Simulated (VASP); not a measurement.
KI:

```
CELL_PARAMETERS angstrom
0.00000 3.57973 3.57973
3.57973 0.00000 3.57973
3.57973 3.57973 0.00000
ATOMIC_POSITIONS crystal
K 0.00000 0.00000 0.00000
I 0.50000 0.50000 0.50000
```

This cell differs from its parent crystal: strain +1.0%.

Base run:

| Quantity | Value |
| --- | --- |
| Program | VASP 6.6.1 |
| Functional | PBE |
| Potentials or basis | VASP PAW PBE potentials, release 64 (K_sv, I) |
| Cutoff | 520 eV |
| k mesh | 6 × 6 × 6 |
| Occupations | fermi-dirac, width 0.02 eV |
| Spin | no spin polarisation |

Its results: band gap on the k mesh 3.87 eV, direct; pressure 0.1 GPa.

Q: The run is repeated on the same cell with these changes: functional from PBE to r2SCAN; occupations from fermi-dirac, width 0.02 eV to gaussian, width 0.01 eV. What comes out?

A: Band gap on the k mesh 4.51 eV, direct; pressure -0.3 GPa.

Caveats: spin-orbit coupling is left out, which moves the levels of the heavy elements; the PAW data sets were made with another functional, which shifts forces and pressure a little (some runs).

